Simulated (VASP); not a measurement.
# Pd (P6_3/mmc) in VASP: further runs, part 2 of 2

VASP 6.6.1. Earlier steps stand in the parts before.

### 5 Single point, PBEsol (14.02 Å³/atom)

This run uses another cell than the first one, of 14.02 Å³/atom.

File INCAR:

```
PREC     = Accurate       # precision mode
ENCUT    = 520            # plane-wave cutoff, eV
EDIFF    = 1E-6           # SCF threshold, eV
ISMEAR   = -1             # smearing method
SIGMA    = 0.1            # smearing width, eV
LREAL    = False          # projectors in reciprocal space
LASPH    = True           # aspherical terms in the spheres
NELM     = 60             # most SCF steps
ALGO     = Normal         # electronic algorithm
ISIF     = 2              # what is computed and relaxed
LWAVE    = False          # write WAVECAR
LCHARG   = True           # write CHGCAR
GGA      = PS             # functional
LELF     = True           # ELF
LVHAR    = True         
NBANDS   = 28             # bands
```

File KPOINTS:

```
regular mesh
0
Gamma
  15 15 4
```

File POSCAR:

```
Pd
1.0
    2.6986110357      0.0000000000      0.0000000000
   -1.3493055179      2.3370657119      0.0000000000
    0.0000000000      0.0000000000      8.8942327827
Pd
4
Direct
    0.0000000000      0.0000000000      0.0000000000
    0.0000000000      0.0000000000      0.5000000000
    0.3333333333      0.6666666667      0.2500000000
    0.6666666667      0.3333333333      0.7500000000
```

Potentials or basis: VASP PAW PBE potentials, release 64 (Pd).

On the command line:

```
$ cat potpaw_PBE.64/Pd/POTCAR > POTCAR
$ mpirun -np 1 vasp_std > vasp.out
```

OUTCAR:

```text
PREC = Accurate
   ENCUT = 520
   EDIFF = 1E-6
   ISMEAR = -1
   LREAL = False
   LASPH = True
   NELM = 60
   ISIF = 2
   GGA = PS

 ion  position               nearest neighbor table
   1  0.000  0.000  0.000-   3 2.72   4 2.72   4 2.72   3 2.72   4 2.72   3 2.72
   2  0.000  0.000  0.500-   3 2.72   4 2.72   4 2.72   3 2.72   4 2.72   3 2.72
   3  0.333  0.667  0.250-   1 2.72   2 2.72   1 2.72   2 2.72   1 2.72   2 2.72
   4  0.667  0.333  0.750-   1 2.72   2 2.72   1 2.72   2 2.72   1 2.72   2 2.72

  LATTYP: Found a hexagonal cell.
 ALAT       =     2.6986110357
 C/A-ratio  =     3.2958557810

  Lattice vectors:

 A1 = (   2.6986110357,   0.0000000000,   0.0000000000)
 A2 = (  -1.3493055179,   2.3370657119,   0.0000000000)
 A3 = (   0.0000000000,   0.0000000000,   8.8942327827)

Analysis of symmetry for initial positions (statically):
=====================================================================
 Subroutine PRICEL returns:
 Original cell was already a primitive cell.

 Routine SETGRP: Setting up the symmetry group for a
 hexagonal supercell.

 Subroutine GETGRP returns: Found 24 space group operations
 (whereof 12 operations were pure point group operations)
 out of a pool of 24 trial point group operations.

The static configuration has the point symmetry D_3d.
 The point group associated with its full space group is D_6h.

Analysis of symmetry for dynamics (positions and initial velocities):
=====================================================================
 Subroutine PRICEL returns:
 Original cell was already a primitive cell.

 Routine SETGRP: Setting up the symmetry group for a
 hexagonal supercell.

 Subroutine GETGRP returns: Found 24 space group operations
 (whereof 12 operations were pure point group operations)
 out of a pool of 24 trial point group operations.

The dynamic configuration has the point symmetry D_3d.
 The point group associated with its full space group is D_6h.

 Subroutine INISYM returns: Found 24 space group operations
 (whereof 12 operations are pure point group operations),
 and found     1 'primitive' translations

----------------------------------------------------------------------------------------

                                     Primitive cell

  volume of cell :      56.0944

  direct lattice vectors                    reciprocal lattice vectors
     2.698611036  0.000000000  0.000000000     0.370560999  0.213943492  0.000000000
    -1.349305518  2.337065712  0.000000000     0.000000000  0.427886984  0.000000000
     0.000000000  0.000000000  8.894232783     0.000000000  0.000000000  0.112432407

  length of vectors
     2.698611036  2.698611036  8.894232783     0.427886984  0.427886984  0.112432407

  position of ions in fractional coordinates (direct lattice)
     0.000000000  0.000000000  0.000000000
     0.000000000  0.000000000  0.500000000
     0.333333333  0.666666667  0.250000000
     0.666666667  0.333333333  0.750000000

  ion indices of the primitive-cell ions
   primitive index   ion index
                 1           1
                 2           2
                 3           3
                 4           4

----------------------------------------------------------------------------------------

 KPOINTS: regular mesh

Automatic generation of k-mesh.
 Grid dimensions read from file:
 generate k-points for:   15   15    4

 Generating k-lattice:

  Cartesian coordinates                     Fractional coordinates (reciprocal lattice)
     0.024704067  0.014262899  0.000000000     0.066666667  0.000000000  0.000000000
     0.000000000  0.028525799  0.000000000     0.000000000  0.066666667  0.000000000
     0.000000000  0.000000000  0.028108102     0.000000000  0.000000000  0.250000000

  Length of vectors
     0.028525799  0.028525799  0.028108102

  Shift w.r.t. Gamma in fractional coordinates (k-lattice)
     0.000000000  0.000000000  0.000000000

 Subroutine IBZKPT returns following result:
 ===========================================

 Found     81 irreducible k-points:

 Following reciprocal coordinates:
            Coordinates               Weight
  0.000000  0.000000  0.000000      1.000000
  0.066667  0.000000  0.000000      6.000000
  0.133333 -0.000000  0.000000      6.000000
  0.200000  0.000000  0.000000      6.000000
  0.266667 -0.000000  0.000000      6.000000
  0.333333 -0.000000  0.000000      6.000000
[... 16 lines left out ...]
  0.333333  0.200000  0.000000     12.000000
  0.400000  0.200000  0.000000      6.000000
 [... further k-points ...]
   k-points           NKPTS =     81   k-points in BZ     NKDIM =     81   number of bands    NBANDS=     28
   number of dos      NEDOS =    301   number of ions     NIONS =      4
   total plane-waves  NPLWV =  28000
   dimension x,y,z NGX =    20 NGY =   20 NGZ =   70
   dimension x,y,z NGXF=    40 NGYF=   40 NGZF=  140
   ions per type =               4
   NGX,Y,Z   is equivalent  to a cutoff of  12.32, 12.32, 13.08 a.u.
   NGXF,Y,Z  is equivalent  to a cutoff of  24.64, 24.64, 26.17 a.u.
 SYSTEM =  unknown system
   PREC   = accura    normal or accurate (medium, high low for compatibility)
   ISTART =      0    job   : 0-new  1-cont  2-samecut
   ICHARG =      2    charge: 1-file 2-atom 10-const
   ISPIN  =      1    spin polarized calculation?
   LNONCOLLINEAR =      F non collinear calculations
   LSORBIT =      F    spin-orbit coupling
   LASPH  =      T    aspherical Exc in radial PAW
   ENCUT  =  520.0 eV  38.22 Ry    6.18 a.u.   5.02  5.02 16.54*2*pi/ulx,y,z
   NELM   =     60;   NELMIN=  2; NELMDL= -5     # of ELM steps
   EDIFF  = 0.1E-05   stopping-criterion for ELM
   LREAL  =      F    real-space projection
   EDIFFG = 0.1E-04   stopping-criterion for IOM
   NSW    =      0    number of steps for IOM
   IBRION =     -1    ionic relax: 0-MD 1-quasi-New 2-CG
   NFREE  =      0    steps in history (QN), initial steepest desc. (CG)
   ISIF   =      2    stress and relaxation
   ISYM   =      2    0-nonsym 1-usesym 2-fastsym
   POTIM  = 0.5000    time-step for ionic-motion
   TEBEG  =    0.0;   TEEND  =   0.0 temperature during run
   PSTRESS=    0.0 pullay stress
   NELECT =      40.0000    total number of electrons
   NUPDOWN=      -1.0000    fix difference up-down
   EMIN   =  10.00;   EMAX   =-10.00  energy-range for DOS
   EFERMI =   0.00;   METHOD = LEGACY
   ISMEAR =    -1;   SIGMA  =   0.10  broadening in eV -4-tet -1-fermi 0-gaus
   EFERMI_NEDOS =   21; number of points for ismear=-14 and -15
   IALGO  =     38    algorithm
   IMIX   =      4    mixing-type and parameters
     AMIX     =   0.40;   BMIX     =  1.00
     AMIX_MAG =   1.60;   BMIX_MAG =  1.00
  volume/ion in A,a.u.               =      14.02        94.64
  Fermi-wavevector in a.u.,A,eV,Ry     =   1.462587  2.763888 29.105033  2.139160
  Thomas-Fermi vector in A             =   2.578782
   LORBIT       =      0    0 simple, 1 ext, 2 COOP (PROOUT), +10 PAW based schemes
   GGA     = PS    functional components
   LHFCALC =     F    Hartree Fock is set to
   AEXX    =    0.0000 exact exchange contribution
   IVDW    =     0    specifies the selected vdW correction
   LEPSILON=     F    determine dielectric tensor
   LRPA    =     F    only Hartree local field effects (RPA)
 non-spin polarized calculation
  energy-cutoff  :      520.00
  volume of cell :       56.09
 maximum number of plane-waves:      1539
 NGX is ok and might be reduce to    20
   NGX =  9   NGY =  9   NGZ = 33

 number of electron      40.0000000 magnetization

 Free energy of the ion-electron system (eV)
  ---------------------------------------------------
  ext. energy  EPLUGINS =         0.00000000
  ---------------------------------------------------
  free energy    TOTEN  =       -23.86651280 eV

  energy without entropy =      -23.62404262  energy(sigma->0) =      -23.74527771

 E-fermi :  10.5385     XC(G=0): -13.6956

 val. band max:       10.5346174860   @ k =   0.2667   0.2000   0.0000
 cond. band min:      10.5391215605   @ k =   0.4000   0.2000   0.0000
 fundamental gap:      0.0045040745
 Fermi energy:        10.5385107413

 k-point     1 :       0.0000    0.0000    0.0000
  band No.  band energies     occupation
      1       2.8580      2.00000
      2       4.5783      2.00000
      3       4.5858      2.00000
      4       4.7449      2.00000
      5       7.3185      2.00000
      6       7.3485      2.00000
[... 20 lines left out ...]
     27      25.3039      0.00000
[... 691 lines left out ...]
      6       6.4202      2.00000
[... 20 lines left out ...]
     27      20.1880      0.00000
     28      22.3084      0.00000

 [... further k-points ...]
[... 5 lines left out ...]
  --------------------------------------------------------------------------------------
  -------------------------------------------------------------------------------------
  Total        3.0929854      3.0929854      3.0077073     -0.0000000      0.0000000      0.0000000
  in kB       88.3423099     88.3423099     85.9065818     -0.0000000      0.0000000      0.0000000
  external PRESSURE =      87.5304005 kB  Pullay stress =       0.0000000 kB

 VOLUME and BASIS-vectors are now :
 -----------------------------------------------------------------------------
  energy-cutoff  :      520.00
  volume of cell :       56.09
      direct lattice vectors                 reciprocal lattice vectors
     2.698611036  0.000000000  0.000000000     0.370560999  0.213943492  0.000000000
    -1.349305518  2.337065712  0.000000000     0.000000000  0.427886984  0.000000000
     0.000000000  0.000000000  8.894232783     0.000000000  0.000000000  0.112432407

 POSITION                                       TOTAL-FORCE (eV/Angst)
 -----------------------------------------------------------------------------------
      0.00000      0.00000      0.00000        -0.000000      0.000000     -0.000000
      0.00000      0.00000      4.44712        -0.000000      0.000000     -0.000000
     -0.00000      1.55804      2.22356         0.000000     -0.000000      0.000000
      1.34931      0.77902      6.67067        -0.000000      0.000000      0.000000
 -----------------------------------------------------------------------------------
    total drift:                                0.000000     -0.000000      0.000000

  FREE ENERGIE OF THE ION-ELECTRON SYSTEM (eV)
  ---------------------------------------------------
  free  energy   TOTEN  =       -23.8665128022 eV

  energy  without entropy=      -23.6240426213  energy(sigma->0) =      -23.74527771
```

Run time: 46 s. Hardware: 1 thread of AMD EPYC 9R45 (Zen 5), shared host; peak memory 0.2 GiB.

Results:

| Item | Value |
| --- | --- |
| Free energy | -23.8665 eV |
| Pressure | 8.8 GPa |
| Band gap on the k mesh | zero (bands 20 and 21 overlap by 1.02 eV) |

Caveat: the cell stands under pressure; the PAW data sets were made with another functional, which shifts forces and pressure a little.

### 6 Summary

```tsv
cell	k mesh	gap on the mesh (eV)	pressure (GPa)
a = 2.736, b = 2.736, c = 9.016 Å, angles 90.0, 90.0, 120.0°, 4 atoms	13 × 13 × 4	none	-0.3
a = 2.621, b = 2.621, c = 8.640 Å, angles 90.0, 90.0, 120.0°, 4 atoms	15 × 15 × 4	none	35.7
a = 2.661, b = 2.661, c = 8.769 Å, angles 90.0, 90.0, 120.0°, 4 atoms	15 × 15 × 4	none	20.5
a = 2.699, b = 2.699, c = 8.894 Å, angles 90.0, 90.0, 120.0°, 4 atoms	15 × 15 × 4	none	8.8
```

Alike in all rows: task single point; level PBEsol; potentials or basis VASP PAW PBE potentials, release 64 (Pd); no spin polarisation; cutoff (eV) 520; smearing fermi-dirac 0.1 eV.

Caveats: the PAW data sets were made with another functional, which shifts forces and pressure a little; the cell stands under pressure (at least some runs).

Total energies depend on the potentials used, so only differences within one code and one set of settings carry meaning.
